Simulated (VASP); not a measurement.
A run of VASP 6.6.1:

The input INCAR:

```
SYSTEM = Tl
  PREC = Accurate
  ENCUT = 520
  EDIFF = 1E-6
  ISMEAR = -1
  SIGMA = 0.05
  LREAL = .False.
  LASPH = .True.
  NELM = 150
  ALGO = Fast
  ISIF = 2
  LWAVE = .False.
  LCHARG = .False.
  MAGMOM = 0 0 0 0 0 0
  LORBIT = 11
  LSORBIT = .True.
  GGA_COMPAT = .False.
  LORBMOM = .True.
  GGA = CA
  NBANDS = 38
```

The input KPOINTS:

```
Automatic mesh
0
Gamma
  7 7 4
  0 0 0
```

File POSCAR:

```
Tl
1.0
    3.4560000000      0.0000000000      0.0000000000
   -1.7280000000      2.9929837955      0.0000000000
    0.0000000000      0.0000000000      5.5250000000
Tl
2
Direct
    0.6666666667      0.3333333333      0.7500000000
    0.3333333333      0.6666666667      0.2500000000
```

Potentials or basis: VASP PAW LDA potentials, release 64 (Tl_d).

Command:

```bash
$ cat potpaw_LDA.64/Tl_d/POTCAR > POTCAR
$ mpirun -np 1 vasp_ncl > vasp.out
```

Hardware: 1 thread of Intel(R) Xeon(R) Platinum 8559C (Emerald Rapids), with other jobs on the host.

Q: How long does it take, and how much memory?

A: Run time: 48 s on 1 thread of Intel(R) Xeon(R) Platinum 8559C (Emerald Rapids), with other jobs on the host, peak memory 0.27 GiB. Counts: scf iterations 11, k points 24.
